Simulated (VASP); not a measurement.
Input of a VASP 6.6.1 run:

INCAR

```
SYSTEM = Cu
PREC = Accurate
ENCUT = 520
EDIFF = 1E-7
ISMEAR = 0
SIGMA = 0.15
LREAL = .False.
LASPH = .True.
NELM = 80
ALGO = Normal
ISIF = 2
LWAVE = .False.
LCHARG = .False.
GGA = PE
NBANDS = 12
```

The input KPOINTS:

```
regular mesh
0
Gamma
  24 24 24
  0 0 0
```

The input POSCAR:

```
Cu
1.0
   -1.3533260747      1.3533260747      1.3757912875
    1.3533260747     -1.3533260747      1.3757912875
    1.3533260747      1.3533260747     -1.3757912875
Cu
1
Direct
    0.0000000000      0.0000000000      0.0000000000
```

Potentials or basis: VASP PAW PBE potentials, release 64 (Cu).

Run with:

```bash
$ cat potpaw_PBE.64/Cu/POTCAR > POTCAR
$ mpirun -np 1 vasp_std > vasp.out
```

Estimate the pressure.

38.2 GPa.

Predict the band gap on the k mesh.

zero (an odd number of electrons rules out a gap without spin polarisation).

Caveat: the cell stands under pressure.
